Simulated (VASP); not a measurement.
Runs of VASP 6.6.1 on Mg. The structure is that of space group P6_3/mmc (No. 194), or close to it. The cells are those of the table. 

```tsv
task	cell	k mesh	cutoff (eV)	gap on the mesh (eV)	pressure (GPa)
relaxation of cell and atoms	relaxed from a = 3.203, b = 3.203, c = 10.461 Å, angles 90.0, 90.0, 120.0°, 4 atoms	11 × 11 × 3	600	none	0.0
single point	a = 3.044, b = 3.044, c = 9.900 Å, angles 90.0, 90.0, 120.0°, 4 atoms	13 × 13 × 4	520	none	6.2
single point	a = 3.089, b = 3.089, c = 10.047 Å, angles 90.0, 90.0, 120.0°, 4 atoms	13 × 13 × 4	520	none	3.7
single point	a = 3.299, b = 3.299, c = 10.728 Å, angles 90.0, 90.0, 120.0°, 4 atoms	13 × 13 × 4	520	none	(a)
single point	a = 3.176, b = 3.176, c = 10.331 Å, angles 90.0, 90.0, 120.0°, 4 atoms	11 × 11 × 3	520	none	0.0
single point	a = 3.259, b = 3.259, c = 10.599 Å, angles 90.0, 90.0, 120.0°, 4 atoms	13 × 13 × 4	520	none	-2.4
single point	a = 3.133, b = 3.133, c = 10.191 Å, angles 90.0, 90.0, 120.0°, 4 atoms	13 × 13 × 4	520	none	(b)
```

Alike in all rows: level PBEsol; potentials or basis VASP PAW PBE potentials, release 64 (Mg); no spin polarisation; smearing fermi-dirac 0.1 eV.

Question: Estimate the missing entries.

Answer: (a) -3.3; (b) 1.7.

Caveats: the PAW data sets were made with another functional, which shifts forces and pressure a little; the cell stands under pressure (at least some runs); the cell stands under tension (at least some runs).

A gap of «none» marks levels without a gap at the run's occupations.
